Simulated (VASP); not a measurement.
## Sr: single point with LDA

The system is Sr.

```xyz
1
Lattice="0.0000 2.8947 2.8947 2.8947 0.0000 2.8947 2.8947 2.8947 0.0000" Properties=species:S:1:pos:R:3 pbc="T T T"
Sr    0.0000    0.0000    0.0000
```

| Quantity | Value |
| --- | --- |
| Program | VASP 6.6.1 |
| Task | single point |
| Functional | LDA |
| Potentials or basis | VASP PAW LDA potentials, release 64 (Sr_sv) |
| Cutoff | 520 eV |
| k mesh | 13 × 13 × 13 |
| Occupations | methfessel-paxton, width 0.05 eV |
| Spin | no spin polarisation |
| Dipole correction | no |
| Further INCAR settings | ALGO = Normal; EDIFF = 1e-06; NBANDS = 11 |

The pressure is 0.0 GPa.

Levels at points of the mesh, in eV from the Fermi level:
```
           k point  band 3  band 4  band 5  band 6  band 7  band 8
(0.00, 0.00, 0.00)  -18.20  -18.20   -3.87    2.35    2.35    2.35
```

Run time: 18 s on 1 thread of Intel(R) Xeon(R) 6975P-C (Granite Rapids), with other jobs on the host, peak memory 0.17 GiB.
